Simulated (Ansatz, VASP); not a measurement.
# Ta: VASP beside Ansatz

```
CELL_PARAMETERS angstrom
-2.56641 2.56641 1.37475
2.56641 -2.56641 1.37475
2.56641 2.56641 -1.37475
ATOMIC_POSITIONS crystal
Ta 0.62500 0.87500 0.75000
Ta 0.37500 0.12500 0.25000
```

Change from the starting cell: volume scaled by 0.92, LAPW.

Alike in both runs: task single point; functional PBE; k mesh 17 × 17 × 17; occupations fermi-dirac, width 0.1 eV; no spin polarisation.

```csv
,VASP,Ansatz
version,VASP 6.6.1,Ansatz 0.2.0
potentials or method,"VASP PAW PBE potentials, release 64 (Ta_pv), cutoff 520 eV","all-electron LAPW, scalar-relativistic"
```

```csv
,VASP,Ansatz,Ansatz less VASP
pressure (GPa),15.8,15.3,-0.51
"traceless stress, the component that is largest in VASP (GPa)",-0.06,-0.01,+0.049
```

Ansatz ran all-electron here, and VASP with PAW potentials.

Neither program's run includes spin-orbit coupling.
